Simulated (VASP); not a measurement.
# CsPbI2Br (P4/mmm) in VASP: further runs

The runs below take CsPbI2Br through single point, with PBE.

Program: VASP 6.6.1. These are calculated values, not measurements. Logs are shortened: lines on timing, memory, paths and dates and some standing lists are left out, and cuts for length are marked.

## (1) The cell of the first run

The structure is tetragonal, space group P4/mmm (No. 123). Conventional cell: a = 6.375 Å, b = 6.375 Å, c = 5.962 Å, α = 90.00°, β = 90.00°, γ = 90.00°. Cs (site symmetry 4/mmm) has 8 I at 4.36 Å and 4 Br at 4.51 Å and 8 Pb at 5.40 Å within 5.7 Å. Pb (site symmetry 4/mmm) has 2 Br at 2.98 Å and 4 I at 3.19 Å within 3.9 Å. Within 4.6 Å of I (site symmetry mmm) lie 2 Pb at 3.19 Å and 4 Cs at 4.36 Å and 4 Br at 4.36 Å and 4 I at 4.51 Å. Br (site symmetry 4/mmm) has 2 Pb at 2.98 Å within 3.9 Å.

## (2) Single point, PBE

File INCAR:

```
SYSTEM = CsPbI2Br
PREC = Accurate
ENCUT = 520
EDIFF = 1E-7
ISMEAR = 0
SIGMA = 0.02
LREAL = .False.
LASPH = .True.
NELM = 80
ALGO = Normal
ISIF = 2
LWAVE = .False.
LCHARG = .True.
GGA = PE
LELF = .True.
LVHAR = .True.
NBANDS = 30
```

File KPOINTS:

```
Automatic mesh
0
Gamma
  4 4 6
  0 0 0
```

File POSCAR:

```
CsPbI2Br
1.0
    6.3752960000      0.0000000000      0.0000000000
    0.0000000000      6.3752960000      0.0000000000
    0.0000000000      0.0000000000      5.9622200000
Cs Pb I Br
1 1 2 1
Direct
    0.5000000000      0.5000000000      0.5000000000
    0.0000000000      0.0000000000      0.0000000000
    0.0000000000      0.5000000000      0.0000000000
    0.5000000000      0.0000000000      0.0000000000
    0.0000000000      0.0000000000      0.5000000000
```

Potentials or basis: VASP PAW PBE potentials, release 64 (Cs_sv, Pb_d, I, Br).

Run with:

```
$ cat potpaw_PBE.64/Cs_sv/POTCAR potpaw_PBE.64/Pb_d/POTCAR potpaw_PBE.64/I/POTCAR potpaw_PBE.64/Br/POTCAR > POTCAR
$ mpirun -np 1 vasp_std > vasp.out
```

OUTCAR:

```text
SYSTEM = CsPbI2Br
   PREC = Accurate
   ENCUT = 520
   EDIFF = 1E-7
   ISMEAR = 0
   LREAL = .False.
   LASPH = .True.
   NELM = 80
   ISIF = 2
   GGA = PE

 ion  position               nearest neighbor table
   1  0.500  0.500  0.500-
   2  0.000  0.000  0.000-   5 2.98   5 2.98   3 3.19   4 3.19   3 3.19   4 3.19
   3  0.000  0.500  0.000-   2 3.19   2 3.19
   4  0.500  0.000  0.000-   2 3.19   2 3.19
   5  0.000  0.000  0.500-   2 2.98   2 2.98

  LATTYP: Found a simple tetragonal cell.
 ALAT       =     6.3752960000
 C/A-ratio  =     0.9352067731

  Lattice vectors:

 A1 = (   6.3752960000,   0.0000000000,   0.0000000000)
 A2 = (   0.0000000000,   6.3752960000,   0.0000000000)
 A3 = (   0.0000000000,   0.0000000000,   5.9622200000)

Analysis of symmetry for initial positions (statically):
=====================================================================
 Subroutine PRICEL returns:
 Original cell was already a primitive cell.

 Routine SETGRP: Setting up the symmetry group for a
 simple tetragonal supercell.

 Subroutine GETGRP returns: Found 16 space group operations
 (whereof 16 operations were pure point group operations)
 out of a pool of 16 trial point group operations.

The static configuration has the point symmetry D_4h.

Analysis of symmetry for dynamics (positions and initial velocities):
=====================================================================
 Subroutine PRICEL returns:
 Original cell was already a primitive cell.

 Routine SETGRP: Setting up the symmetry group for a
 simple tetragonal supercell.

 Subroutine GETGRP returns: Found 16 space group operations
 (whereof 16 operations were pure point group operations)
 out of a pool of 16 trial point group operations.

The dynamic configuration has the point symmetry D_4h.

 Subroutine INISYM returns: Found 16 space group operations
 (whereof 16 operations are pure point group operations),
 and found     1 'primitive' translations

----------------------------------------------------------------------------------------

                                     Primitive cell

  volume of cell :     242.3308

  direct lattice vectors                    reciprocal lattice vectors
     6.375296000  0.000000000  0.000000000     0.156855462  0.000000000  0.000000000
     0.000000000  6.375296000  0.000000000     0.000000000  0.156855462  0.000000000
     0.000000000  0.000000000  5.962220000     0.000000000  0.000000000  0.167722761

  length of vectors
     6.375296000  6.375296000  5.962220000     0.156855462  0.156855462  0.167722761

  position of ions in fractional coordinates (direct lattice)
     0.500000000  0.500000000  0.500000000
     0.000000000  0.000000000  0.000000000
     0.000000000  0.500000000  0.000000000
     0.500000000  0.000000000  0.000000000
     0.000000000  0.000000000  0.500000000

  ion indices of the primitive-cell ions
   primitive index   ion index
                 1           1
                 2           2
                 3           3
                 4           4
                 5           5

----------------------------------------------------------------------------------------

 KPOINTS: Automatic mesh

Automatic generation of k-mesh.
 Grid dimensions read from file:
 generate k-points for:    4    4    6

 Generating k-lattice:

  Cartesian coordinates                     Fractional coordinates (reciprocal lattice)
     0.039213866  0.000000000  0.000000000     0.250000000  0.000000000  0.000000000
     0.000000000  0.039213866  0.000000000     0.000000000  0.250000000  0.000000000
     0.000000000  0.000000000  0.027953793     0.000000000  0.000000000  0.166666667

  Length of vectors
     0.039213866  0.039213866  0.027953793

  Shift w.r.t. Gamma in fractional coordinates (k-lattice)
     0.000000000  0.000000000  0.000000000

 Subroutine IBZKPT returns following result:
 ===========================================

 Found     24 irreducible k-points:

 Following reciprocal coordinates:
            Coordinates               Weight
  0.000000  0.000000  0.000000      1.000000
  0.250000  0.000000  0.000000      4.000000
  0.500000  0.000000  0.000000      2.000000
  0.250000  0.250000  0.000000      4.000000
  0.500000  0.250000  0.000000      4.000000
  0.500000  0.500000  0.000000      1.000000
[... 16 lines left out ...]
  0.500000  0.250000  0.500000      4.000000
  0.500000  0.500000  0.500000      1.000000
   k-points           NKPTS =     24   k-points in BZ     NKDIM =     24   number of bands    NBANDS=     30
   number of dos      NEDOS =    301   number of ions     NIONS =      5
   total plane-waves  NPLWV = 110592
   dimension x,y,z NGX =    48 NGY =   48 NGZ =   48
   dimension x,y,z NGXF=    96 NGYF=   96 NGZF=   96
   ions per type =               1   1   2   1
   NGX,Y,Z   is equivalent  to a cutoff of  12.52, 12.52, 13.38 a.u.
   NGXF,Y,Z  is equivalent  to a cutoff of  25.03, 25.03, 26.77 a.u.
 SYSTEM =  CsPbI2Br
   PREC   = accura    normal or accurate (medium, high low for compatibility)
   ISTART =      0    job   : 0-new  1-cont  2-samecut
   ICHARG =      2    charge: 1-file 2-atom 10-const
   ISPIN  =      1    spin polarized calculation?
   LNONCOLLINEAR =      F non collinear calculations
   LSORBIT =      F    spin-orbit coupling
   LASPH  =      T    aspherical Exc in radial PAW
   ENCUT  =  520.0 eV  38.22 Ry    6.18 a.u.  11.85 11.85 11.09*2*pi/ulx,y,z
   NELM   =     80;   NELMIN=  2; NELMDL= -5     # of ELM steps
   EDIFF  = 0.1E-06   stopping-criterion for ELM
   LREAL  =      F    real-space projection
   EDIFFG = 0.1E-05   stopping-criterion for IOM
   NSW    =      0    number of steps for IOM
   IBRION =     -1    ionic relax: 0-MD 1-quasi-New 2-CG
   NFREE  =      0    steps in history (QN), initial steepest desc. (CG)
   ISIF   =      2    stress and relaxation
   ISYM   =      2    0-nonsym 1-usesym 2-fastsym
   POTIM  = 0.5000    time-step for ionic-motion
   TEBEG  =    0.0;   TEEND  =   0.0 temperature during run
   PSTRESS=    0.0 pullay stress
   NELECT =      44.0000    total number of electrons
   NUPDOWN=      -1.0000    fix difference up-down
   EMIN   =  10.00;   EMAX   =-10.00  energy-range for DOS
   EFERMI =   0.00;   METHOD = LEGACY
   ISMEAR =     0;   SIGMA  =   0.02  broadening in eV -4-tet -1-fermi 0-gaus
   EFERMI_NEDOS =   21; number of points for ismear=-14 and -15
   IALGO  =     38    algorithm
   IMIX   =      4    mixing-type and parameters
     AMIX     =   0.40;   BMIX     =  1.00
     AMIX_MAG =   1.60;   BMIX_MAG =  1.00
  volume/ion in A,a.u.               =      48.47       327.07
  Fermi-wavevector in a.u.,A,eV,Ry     =   0.927021  1.751815 11.692406  0.859368
  Thomas-Fermi vector in A             =   2.053046
   LORBIT       =      0    0 simple, 1 ext, 2 COOP (PROOUT), +10 PAW based schemes
   GGA     = PE    functional components
   LHFCALC =     F    Hartree Fock is set to
   AEXX    =    0.0000 exact exchange contribution
   IVDW    =     0    specifies the selected vdW correction
   LEPSILON=     F    determine dielectric tensor
   LRPA    =     F    only Hartree local field effects (RPA)
 non-spin polarized calculation
 Gauss-broadening in eV      SIGMA  =   0.02
  energy-cutoff  :      520.00
  volume of cell :      242.33
 maximum number of plane-waves:      6558
 NGX is ok and might be reduce to    48
   NGX = 23   NGY = 23   NGZ = 23

 number of electron      43.9999998 magnetization

 Free energy of the ion-electron system (eV)
  ---------------------------------------------------
  ext. energy  EPLUGINS =         0.00000000
  ---------------------------------------------------
  free energy    TOTEN  =       -14.63492437 eV

  energy without entropy =      -14.63492437  energy(sigma->0) =      -14.63492437

 E-fermi :   1.3551     XC(G=0):  -7.3152

 val. band max:        1.2449862742   @ k =   0.5000   0.5000   0.5000
 cond. band min:       2.7114993448   @ k =   0.5000   0.5000   0.5000
 fundamental gap:      1.4665130706
 Fermi energy:         1.3550862651

 k-point     1 :       0.0000    0.0000    0.0000
  band No.  band energies     occupation
      1     -20.1263      2.00000
      2     -15.4635      2.00000
      3     -15.4458      2.00000
      4     -15.3924      2.00000
      5     -15.3743      2.00000
      6     -15.3743      2.00000
[... 22 lines left out ...]
     29       6.8017      0.00000
     30       6.8052      0.00000

 k-point     2 :       0.2500    0.0000    0.0000
  band No.  band energies     occupation
      1     -20.1261      2.00000
      2     -15.4625      2.00000
      3     -15.4415      2.00000
      4     -15.3927      2.00000
      5     -15.3746      2.00000
      6     -15.3743      2.00000
[... 22 lines left out ...]
     29       6.3462      0.00000
     30       6.8307      0.00000

 k-point     3 :       0.5000    0.0000    0.0000
  band No.  band energies     occupation
      1     -20.1260      2.00000
      2     -15.4619      2.00000
      3     -15.4369      2.00000
      4     -15.3929      2.00000
      5     -15.3748      2.00000
      6     -15.3744      2.00000
[... 22 lines left out ...]
     29       6.4815      0.00000
     30       7.3051      0.00000

 k-point     4 :       0.2500    0.2500    0.0000
  band No.  band energies     occupation
      1     -20.1260      2.00000
      2     -15.4611      2.00000
      3     -15.4377      2.00000
      4     -15.3929      2.00000
      5     -15.3746      2.00000
      6     -15.3746      2.00000
[... 616 lines left out ...]
     29       6.9475      0.00000
     30       7.0398      0.00000

 k-point    23 :       0.5000    0.2500    0.5000
  band No.  band energies     occupation
      1     -20.1253      2.00000
      2     -15.4338      2.00000
      3     -15.4122      2.00000
      4     -15.3931      2.00000
      5     -15.3756      2.00000
      6     -15.3753      2.00000
[... 22 lines left out ...]
     29       6.5829      0.00000
     30       7.1279      0.00000

 k-point    24 :       0.5000    0.5000    0.5000
  band No.  band energies     occupation
      1     -20.1252      2.00000
      2     -15.4294      2.00000
      3     -15.4110      2.00000
      4     -15.3934      2.00000
      5     -15.3756      2.00000
      6     -15.3756      2.00000
[... 22 lines left out ...]
     29       6.4007      0.00000
     30       7.2453      0.00000

------------------------ aborting loop because EDIFF is reached ----------------------------------------

  FORCE on cell =-STRESS in cart. coord.  units (eV):
  Direction    XX          YY          ZZ          XY          YZ          ZX
  --------------------------------------------------------------------------------------
  -------------------------------------------------------------------------------------
  Total        0.5567568      0.5567568      0.2758485      0.0000000     -0.0000000      0.0000000
  in kB        3.6810132      3.6810132      1.8237804      0.0000000     -0.0000000      0.0000000
  external PRESSURE =       3.0619356 kB  Pullay stress =       0.0000000 kB

 VOLUME and BASIS-vectors are now :
 -----------------------------------------------------------------------------
  energy-cutoff  :      520.00
  volume of cell :      242.33
      direct lattice vectors                 reciprocal lattice vectors
     6.375296000  0.000000000  0.000000000     0.156855462  0.000000000  0.000000000
     0.000000000  6.375296000  0.000000000     0.000000000  0.156855462  0.000000000
     0.000000000  0.000000000  5.962220000     0.000000000  0.000000000  0.167722761

 POSITION                                       TOTAL-FORCE (eV/Angst)
 -----------------------------------------------------------------------------------
      3.18765      3.18765      2.98111         0.000000      0.000000      0.000000
      0.00000      0.00000      0.00000         0.000000      0.000000      0.000000
      0.00000      3.18765      0.00000         0.000000      0.000000      0.000000
      3.18765      0.00000      0.00000         0.000000      0.000000      0.000000
      0.00000      0.00000      2.98111         0.000000      0.000000      0.000000
 -----------------------------------------------------------------------------------
    total drift:                               -0.000000     -0.000000      0.000000

  FREE ENERGIE OF THE ION-ELECTRON SYSTEM (eV)
  ---------------------------------------------------
  free  energy   TOTEN  =       -14.6349243653 eV

  energy  without entropy=      -14.6349243653  energy(sigma->0) =      -14.63492437
```

Run time: 2 min. Hardware: 1 thread of AMD EPYC 9R14 (Zen 4), shared host; peak memory 0.42 GiB.

What came out:

| Property | Result |
| --- | --- |
| Free energy | -14.6349 eV |
| Pressure | 0.3 GPa |
| Band gap on the k mesh | 1.47 eV |

Caveat: spin-orbit coupling is left out, which moves the levels of the heavy elements. A k mesh can miss the band edges.

[end of part 1 of 2]
